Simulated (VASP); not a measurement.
Runs of VASP 6.6.1 on Ti. Symmetry: Fm-3m, No. 225, cubic system. The conventional cell has a = 4.001 Å, b = 4.001 Å, c = 4.001 Å, α = 90.00°, β = 90.00°, γ = 90.00°. Within 3.7 Å of Ti (site symmetry m-3m) lie 12 Ti at 2.83 Å. This isn't the form of Ti at room conditions, which is hcp.

```csv
fixed moment (μB),pressure (GPa),moment (μB)
0.75,(b),0.75
0.125,0.0,0.12
1.0,3.7,1.00
0.375,0.5,0.38
0.875,(a),0.88
```

Alike in all rows: task single point; level LDA; potentials or basis VASP PAW LDA potentials, release 64 (Ti_sv); spin collinear; cell as given; k mesh 22 × 22 × 22; cutoff (eV) 520; smearing gaussian 0.15 eV.

Problem. Estimate the missing entries.

Solution. (a) 2.9; (b) 2.1.

Caveats: the total moment is fixed, so each spin has its own Fermi level and the state may be an excited one; the cell stands under pressure (at least some runs).
